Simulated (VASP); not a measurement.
A run of VASP 6.6.1:

INCAR

```
ALGO = Normal
EDIFF = 1E-6
ENCUT = 520
ISIF = 2
ISMEAR = 0
LASPH = True
LCHARG = True
LELF = True
LREAL = False
LVHAR = True
LWAVE = False
NBANDS = 11
NELM = 80
PREC = Accurate
SIGMA = 0.15
```

KPOINTS

```
k-points
0
Gamma
  22 22 22
```

Contents of POSCAR:

```
Pt
1.0
    0.0000000000      2.0217215661      2.0217215661
    2.0217215661      0.0000000000      2.0217215661
    2.0217215661      2.0217215661      0.0000000000
Pt
1
Direct
    0.0000000000      0.0000000000      0.0000000000
```

Potentials or basis: VASP PAW LDA potentials, release 64 (Pt).

Command:

```sh
$ cat potpaw_LDA.64/Pt/POTCAR > POTCAR
$ mpirun -np 1 vasp_std > vasp.out
```

Hardware: 1 thread of Intel Xeon 6975P-C, on a shared host.

Task: How long does it take, and how much memory?

Result: Run time: 26 s on 1 thread of Intel Xeon 6975P-C, with other jobs on the host, peak memory 0.18 GiB. Counts: scf iterations 11, k points 328.
